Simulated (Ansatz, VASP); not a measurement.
# Two plane-wave programs on TaMnN2

```xyz
4
Lattice="3.3073 0.0000 0.0000 0.0000 3.3073 0.0000 0.0000 0.0000 4.7833" Properties=species:S:1:pos:R:3 pbc="T T T"
Ta    0.0000    0.0000    2.3917
Mn    1.6537    1.6537    0.0000
N     1.6537    0.0000    1.3222
N     0.0000    1.6537    3.4611
```

Change from the starting cell: species swapped into the ZnCdS2 type (P-4m2, No. 115).

Alike in both runs: task relaxation of cell and atoms; functional PBE; k mesh 6 × 6 × 4; occupations gaussian, width 0.1 eV; collinear spin.

|  | VASP | Ansatz |
| --- | --- | --- |
| version | VASP 6.6.1 | Ansatz 0.2.0 |
| potentials or method | VASP PAW PBE potentials, release 64 (Ta_sv_GW, Mn_sv, N), cutoff 700 eV | scalar-relativistic, plane waves, PAW |
| valence electrons in the cell | 38 | 38 |

```tsv
	VASP	Ansatz	Ansatz less VASP
gap on the k mesh at the Fermi level, each at its own relaxed structure (eV)	none	none	-
net moment per atom (μB)	0.94	0.95	+0.005
size of the moment on the site where the two differ most (μB)	3.42	3.23	-0.189
relaxed volume (Å³/atom)	12.72	12.77	+0.052
relaxed length of the cell vector where the two differ most in proportion (Å)	4.614	4.622	+0.0073
```

Site moments also hang on the region over which each program counts them. A gap of «none» marks a metal or a gap that the smearing closes.

Neither program's run includes spin-orbit coupling.
